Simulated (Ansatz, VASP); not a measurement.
# Al2Ru in VASP and in Ansatz

```
CELL_PARAMETERS angstrom
-1.54944 1.54944 4.17585
1.54944 -1.54944 4.17585
1.54944 1.54944 -4.17585
ATOMIC_POSITIONS crystal
Al 0.65907 0.65907 0.00000
Al 0.34093 0.34093 0.00000
Ru 0.00000 0.00000 0.00000
```

Alike in both runs: functional LDA; k mesh 18 × 18 × 18; occupations gaussian, width 0.1 eV; no spin polarisation.

Ansatz relaxed the structure, and its values are those at the end. VASP's run is a single point on that final structure, the one shown.

|  | VASP | Ansatz |
| --- | --- | --- |
| version | VASP 6.6.1 | Ansatz 0.2.0 |
| potentials or method | VASP PAW LDA potentials, release 64 (Al, Ru_pv), cutoff 520 eV | scalar-relativistic, plane waves, PAW |
| valence electrons in the cell | 20 | 22 |

|  | VASP | Ansatz | Ansatz less VASP |
| --- | --- | --- | --- |
| gap on the k mesh at the Fermi level (eV) | none | none | - |
| pressure (GPa) | 0.4 | 0.0 | -0.45 |
| rms of the force components (eV/Å) | 0.008 | 0.000 | -0.0077 |

LDA's correlation is that of Perdew and Zunger in VASP and of Perdew and Wang (1992) in Ansatz. A gap of «none» marks a metal or a gap that the smearing closes. VASP's potentials hold 20 valence electrons a cell and Ansatz's 22, so a difference there can come from the potentials and not from the codes.
